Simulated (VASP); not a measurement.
# Ag3SnSe (Pm-3m) in VASP: further runs

Ag3SnSe is run at these levels: PBE; tasks: single point.

All numbers are computed with VASP 6.6.1; they aren't measurements. Logs are shortened: lines on timing, memory, paths and dates and some standing lists are left out, and cuts for length are marked.

## 1. The cell of the first run

Symmetry: Pm-3m, No. 221, cubic system. Conventional cell: a = 4.873 Å, b = 4.873 Å, c = 4.873 Å, α = 90.00°, β = 90.00°, γ = 90.00°. Ag (site symmetry 4/mmm) has 2 Sn at 2.44 Å within 3.2 Å. Sn (site symmetry m-3m) has 6 Ag at 2.44 Å within 3.2 Å. Within 4.5 Å of Se (site symmetry m-3m) lie 12 Ag at 3.45 Å and 8 Sn at 4.22 Å.

## 2. Single point, PBE

The input, INCAR:

```
PREC = Accurate
ENCUT = 520
EDIFF = 1E-6
ISMEAR = 0
SIGMA = 0.1
LREAL = F
LASPH = T
NELM = 80
ALGO = Normal
ISIF = 2
LWAVE = F
LCHARG = F
GGA = PE
NBANDS = 34
```

The input, KPOINTS:

```
regular mesh
0
Gamma
  4 4 4
```

The input, POSCAR:

```
Ag3SnSe
1.0
    4.8727384900      0.0000000000      0.0000000000
    0.0000000000      4.8727384900      0.0000000000
    0.0000000000      0.0000000000      4.8727384900
Ag Sn Se
3 1 1
Direct
    0.5000000000      0.0000000000      0.0000000000
    0.0000000000      0.5000000000      0.0000000000
    0.0000000000      0.0000000000      0.5000000000
    0.0000000000      0.0000000000      0.0000000000
    0.5000000000      0.5000000000      0.5000000000
```

Potentials or basis: VASP PAW PBE potentials, release 64 (Ag, Sn_d, Se).

Launch:

```sh
> cat potpaw_PBE.64/Ag/POTCAR potpaw_PBE.64/Sn_d/POTCAR potpaw_PBE.64/Se/POTCAR > POTCAR
> mpirun -np 1 vasp_std > vasp.out
```

OUTCAR:

```text
PREC = Accurate
   ENCUT = 520
   EDIFF = 1E-6
   ISMEAR = 0
   LREAL = F
   LASPH = T
   NELM = 80
   ISIF = 2
   GGA = PE

 ion  position               nearest neighbor table
   1  0.500  0.000  0.000-   4 2.44   4 2.44   2 3.45   3 3.45   2 3.45   2 3.45   3 3.45   3 3.45
                             3 3.45   2 3.45
   2  0.000  0.500  0.000-   4 2.44   4 2.44   1 3.45   3 3.45   1 3.45   3 3.45   3 3.45   3 3.45
                             1 3.45   1 3.45
   3  0.000  0.000  0.500-   4 2.44   4 2.44   1 3.45   1 3.45   2 3.45   2 3.45   2 3.45   2 3.45
                             1 3.45   1 3.45
   4  0.000  0.000  0.000-   1 2.44   2 2.44   3 2.44   3 2.44   2 2.44   1 2.44
   5  0.500  0.500  0.500-

  LATTYP: Found a simple cubic cell.
 ALAT       =     4.8727384900

  Lattice vectors:

 A1 = (   4.8727384900,   0.0000000000,   0.0000000000)
 A2 = (   0.0000000000,   4.8727384900,   0.0000000000)
 A3 = (   0.0000000000,   0.0000000000,   4.8727384900)

Analysis of symmetry for initial positions (statically):
=====================================================================
 Subroutine PRICEL returns:
 Original cell was already a primitive cell.

 Routine SETGRP: Setting up the symmetry group for a
 simple cubic supercell.

 Subroutine GETGRP returns: Found 48 space group operations
 (whereof 48 operations were pure point group operations)
 out of a pool of 48 trial point group operations.

The static configuration has the point symmetry O_h .

Analysis of symmetry for dynamics (positions and initial velocities):
=====================================================================
 Subroutine PRICEL returns:
 Original cell was already a primitive cell.

 Routine SETGRP: Setting up the symmetry group for a
 simple cubic supercell.

 Subroutine GETGRP returns: Found 48 space group operations
 (whereof 48 operations were pure point group operations)
 out of a pool of 48 trial point group operations.

The dynamic configuration has the point symmetry O_h .

 Subroutine INISYM returns: Found 48 space group operations
 (whereof 48 operations are pure point group operations),
 and found     1 'primitive' translations

----------------------------------------------------------------------------------------

                                     Primitive cell

  volume of cell :     115.6963

  direct lattice vectors                    reciprocal lattice vectors
[... 79 lines left out ...]
   LREAL  =      F    real-space projection
   EDIFFG = 0.1E-04   stopping-criterion for IOM
   NSW    =      0    number of steps for IOM
   IBRION =     -1    ionic relax: 0-MD 1-quasi-New 2-CG
   NFREE  =      0    steps in history (QN), initial steepest desc. (CG)
   ISIF   =      2    stress and relaxation
   ISYM   =      2    0-nonsym 1-usesym 2-fastsym
   POTIM  = 0.5000    time-step for ionic-motion
   TEBEG  =    0.0;   TEEND  =   0.0 temperature during run
   PSTRESS=    0.0 pullay stress
   NELECT =      53.0000    total number of electrons
   NUPDOWN=      -1.0000    fix difference up-down
   EMIN   =  10.00;   EMAX   =-10.00  energy-range for DOS
   EFERMI =   0.00;   METHOD = LEGACY
   ISMEAR =     0;   SIGMA  =   0.10  broadening in eV -4-tet -1-fermi 0-gaus
   EFERMI_NEDOS =   21; number of points for ismear=-14 and -15
   IALGO  =     38    algorithm
   IMIX   =      4    mixing-type and parameters
     AMIX     =   0.40;   BMIX     =  1.00
     AMIX_MAG =   1.60;   BMIX_MAG =  1.00
  volume/ion in A,a.u.               =      23.14       156.15
  Fermi-wavevector in a.u.,A,eV,Ry     =   1.262003  2.384840 21.669336  1.592651
  Thomas-Fermi vector in A             =   2.395433
   LORBIT       =      0    0 simple, 1 ext, 2 COOP (PROOUT), +10 PAW based schemes
   GGA     = PE    functional components
   LHFCALC =     F    Hartree Fock is set to
   AEXX    =    0.0000 exact exchange contribution
   IVDW    =     0    specifies the selected vdW correction
   LEPSILON=     F    determine dielectric tensor
   LRPA    =     F    only Hartree local field effects (RPA)
 non-spin polarized calculation
 Gauss-broadening in eV      SIGMA  =   0.10
  energy-cutoff  :      520.00
  volume of cell :      115.70
 maximum number of plane-waves:      3136
   NGX = 19   NGY = 19   NGZ = 19

 number of electron      52.9999984 magnetization

 Free energy of the ion-electron system (eV)
  ---------------------------------------------------
  ext. energy  EPLUGINS =         0.00000000
  ---------------------------------------------------
  free energy    TOTEN  =       -10.97884626 eV

  energy without entropy =      -10.95255079  energy(sigma->0) =      -10.96569852

 E-fermi :   5.5682     XC(G=0): -10.3226

 val. band max:        5.5360033618   @ k =   0.0000   0.0000   0.0000
 cond. band min:       5.6808064581   @ k =   0.2500   0.2500   0.2500
 fundamental gap:      0.1448030963
 Fermi energy:         5.5682169565

 k-point     1 :       0.0000    0.0000    0.0000
  band No.  band energies     occupation
      1     -16.2282      2.00000
      2     -16.2282      2.00000
      3     -16.0004      2.00000
      4     -16.0004      2.00000
      5     -16.0004      2.00000
      6      -6.5504      2.00000
[... 359 lines left out ...]
     33      15.4936      0.00000
     34      15.5091      0.00000

------------------------ aborting loop because EDIFF is reached ----------------------------------------

  FORCE on cell =-STRESS in cart. coord.  units (eV):
  Direction    XX          YY          ZZ          XY          YZ          ZX
  --------------------------------------------------------------------------------------
  -------------------------------------------------------------------------------------
  Total        9.9758302      9.9758302      9.9758302     -0.0000000     -0.0000000     -0.0000000
  in kB      138.1466378    138.1466378    138.1466378     -0.0000000     -0.0000000     -0.0000000
  external PRESSURE =     138.1466378 kB  Pullay stress =       0.0000000 kB

 VOLUME and BASIS-vectors are now :
 -----------------------------------------------------------------------------
  energy-cutoff  :      520.00
  volume of cell :      115.70
      direct lattice vectors                 reciprocal lattice vectors
     4.872738490  0.000000000  0.000000000     0.205223408  0.000000000  0.000000000
     0.000000000  4.872738490  0.000000000     0.000000000  0.205223408  0.000000000
     0.000000000  0.000000000  4.872738490     0.000000000  0.000000000  0.205223408

 POSITION                                       TOTAL-FORCE (eV/Angst)
 -----------------------------------------------------------------------------------
      2.43637      0.00000      0.00000         0.000000      0.000000      0.000000
      0.00000      2.43637      0.00000         0.000000      0.000000      0.000000
      0.00000      0.00000      2.43637         0.000000      0.000000      0.000000
      0.00000      0.00000      0.00000         0.000000      0.000000      0.000000
      2.43637      2.43637      2.43637         0.000000      0.000000      0.000000
 -----------------------------------------------------------------------------------
    total drift:                                0.000000      0.000000     -0.000000

  FREE ENERGIE OF THE ION-ELECTRON SYSTEM (eV)
  ---------------------------------------------------
  free  energy   TOTEN  =       -10.9788462591 eV

  energy  without entropy=      -10.9525507874  energy(sigma->0) =      -10.96569852
```

Run time: 46 s. Hardware: 1 thread of Intel Xeon Platinum 8488C (Sapphire Rapids), shared host; peak memory 0.22 GiB.

What came out:

```
Free energy : -10.9788 eV
Pressure    : 13.8 GPa
```

Caveat: spin-orbit coupling is left out, which moves the levels of the heavy elements.

## 3. Single point, PBE

This run uses another cell than the first one, of 28.57 Å³/atom, 1.235 times its volume.

The input, INCAR:

```
SYSTEM = Ag3SnSe
PREC = Accurate ; ENCUT = 520
EDIFF = 1E-6 ; ISMEAR = 0
SIGMA = 0.1 ; LREAL = .FALSE.
LASPH = .TRUE. ; NELM = 80
ALGO = Normal ; ISIF = 2
LWAVE = .FALSE. ; LCHARG = .FALSE.
GGA = PE ; NBANDS = 34
```

The input, KPOINTS:

```
regular mesh
0
G
  4 4 4
  0 0 0
```

POSCAR, as its differences from that of step 2:

```diff
@@ -2,5 +2,5 @@
 1.0
-    4.8727384900      0.0000000000      0.0000000000
-    0.0000000000      4.8727384900      0.0000000000
-    0.0000000000      0.0000000000      4.8727384900
+    5.2276194232      0.0000000000      0.0000000000
+    0.0000000000      5.2276194232      0.0000000000
+    0.0000000000      0.0000000000      5.2276194232
 Ag Sn Se
```

Potentials or basis: VASP PAW PBE potentials, release 64 (Ag, Sn_d, Se).

Launch:

```sh
> cat potpaw_PBE.64/Ag/POTCAR potpaw_PBE.64/Sn_d/POTCAR potpaw_PBE.64/Se/POTCAR > POTCAR
> mpirun -np 1 vasp_std > vasp.out
```

It took 75 s on 1 thread of Intel Xeon Platinum 8488C (Sapphire Rapids), shared host; peak memory 0.26 GiB.

The run converged. Its results:

* Free energy: -11.9153 eV
* Pressure: -0.1 GPa

Levels at points of the mesh, in eV from the Fermi level:
```tsv
k point	band 22	band 23	band 24	band 25	band 26	band 27	band 28	band 29	band 30	band 31
(0.00, 0.00, 0.00)	-3.30	-1.72	-1.72	-1.72	0.04	0.04	0.04	1.72	1.72	3.13
(0.50, 0.00, 0.00)	-3.45	-2.17	-0.74	-0.74	-0.74	-0.19	-0.19	2.10	3.67	4.59
(0.50, 0.50, 0.00)	-3.46	-2.45	-2.45	-0.48	0.43	0.43	0.60	2.05	2.08	4.64
(0.50, 0.50, 0.50)	-3.43	-1.68	-1.68	-1.68	-0.96	-0.96	-0.96	4.16	4.16	4.16
```

Caveat: spin-orbit coupling is left out, which moves the levels of the heavy elements.
